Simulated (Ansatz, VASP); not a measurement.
Two plane-wave programs on InP

```
In P
1.0
     0.00000    2.94991    2.94991
     2.94991    0.00000    2.94991
     2.94991    2.94991    0.00000
In P
1 1
Direct
  0.00000 0.00000 0.00000
  0.75000 0.75000 0.75000
```

Alike in both runs: task single point; functional PBE exchange alone; k mesh 8 × 8 × 8; occupations fermi-dirac, width 0.05 eV; no spin polarisation.

|  | VASP | Ansatz |
| --- | --- | --- |
| version | VASP 6.6.1 | Ansatz 0.2.0 |
| potentials or method | VASP PAW PBE potentials, release 64 (In_d, P) | Ansatz PAW |
| plane-wave cutoff (eV) | 520 | 420 |
| valence electrons in the cell | 18 | 18 |

```tsv
	VASP	Ansatz	Ansatz less VASP
gap on the k mesh at the Fermi level (eV)	0.57	0.57	0.000
least direct gap on the mesh (eV)	0.57	0.57	0.000
pressure (GPa)	10.6	10.6	+0.08
```

VASP's potentials were made for PBE, not for PBE exchange alone. With one functional, cell and mesh, what is left measures potentials, basis and numerics.
